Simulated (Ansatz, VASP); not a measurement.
**Two plane-wave programs on ZrNb2C3**

File INCAR:

```
  PREC = Accurate
  ENCUT = 520
  EDIFF = 1E-7
  ISMEAR = 0
  SIGMA = 0.1
  LREAL = False
  LASPH = True
  NELM = 60
  ALGO = Normal
  ISIF = 2
  LWAVE = False
  LCHARG = False
  GGA = PE
  NBANDS = 34
```

The input KPOINTS:

```
regular mesh
0
Gamma
  6 6 8
```

File POSCAR:

```
ZrNb2C3
1.0
    6.2506136621      0.0000000000      0.0000000000
   -3.1253068311      5.4131902207      0.0000000000
    0.0000000000      0.0000000000      5.5732551399
Zr Nb C
1 2 3
Direct
    0.3333333333      0.6666666667      0.5000000000
    0.0000000000      0.0000000000      0.7403254570
    0.0000000000      0.0000000000      0.2596745430
    0.1398994629      0.8601005371      0.5000000000
    0.1398994629      0.2797989257      0.5000000000
    0.7202010743      0.8601005371      0.5000000000
```

Input for Ansatz:

```yaml
crystal:
  lattice:
    - [6.2506136621, 0.0, 0.0]
    - [-3.1253068311, 5.4131902207, 0.0]
    - [0.0, 0.0, 5.5732551399]
  atoms:
    - { symbol: Zr, position: [0.3333333333, 0.6666666667, 0.5] }
    - { symbol: Nb, position: [0.0, 0.0, 0.740325457] }
    - { symbol: Nb, position: [0.0, 0.0, 0.259674543] }
    - { symbol: C, position: [0.1398994629, 0.8601005371, 0.5] }
    - { symbol: C, position: [0.1398994629, 0.2797989257, 0.5] }
    - { symbol: C, position: [0.7202010743, 0.8601005371, 0.5] }
basis:
  ecutwfc: 420
kpoints:
  mp_grid: { grid: [6, 6, 8] }
  band_path:
    path:
      - [[0.0, 0.0, 0.0], [0.5, 0.0, 0.0], [0.33333333, 0.33333333, 0.0], [0.0, 0.0, 0.0], [0.0, 0.0, 0.5], [0.5, 0.0, 0.5], [0.33333333, 0.33333333, 0.5], [0.0, 0.0, 0.5]]
      - [[0.5, 0.0, 0.5], [0.5, 0.0, 0.0]]
      - [[0.33333333, 0.33333333, 0.5], [0.33333333, 0.33333333, 0.0]]
    npoints: 14
hamiltonian:
  xc: pbe
scf:
  occupations: { method: gaussian, width: 0.1 }
  n_extra_bands: 15
output:
  forces: true
  stress: true
  eigenvalues: true
  populations: true
  dos: { projected: true, de: 0.02, nscf_kmesh: { grid: [8, 8, 10] } }
  bader: true
  write_density: true
  write_potential: true
  elf: true
  volumetric_format: npy
```

Alike in both runs: task single point; functional PBE; k mesh 6 × 6 × 8; occupations gaussian, width 0.1 eV; no spin polarisation.

```csv
,VASP,Ansatz
version,VASP 6.6.1,Ansatz 0.2.0
potentials or method,"VASP PAW PBE potentials, release 64 (Zr_sv, Nb_sv, C), cutoff 520 eV","scalar-relativistic, plane waves, PAW"
valence electrons in the cell,50,50
```

Ansatz gave:

```
gap on the k mesh at the Fermi level (eV)                     : none
pressure (GPa)                                                : 0.0
traceless stress, the component that is largest in VASP (GPa) : 0.01
rms of the force components (eV/Å)                            : 0.003
```

Question: Which values does VASP return?

Answer: gap on the k mesh at the Fermi level (eV): none; pressure (GPa): -0.1; traceless stress, the component that is largest in VASP (GPa): -0.06; rms of the force components (eV/Å): 0.024.

Atom by atom the forces differ by 0.021 eV/Å (rms over components). A gap of «none» marks a metal or a gap that the smearing closes.
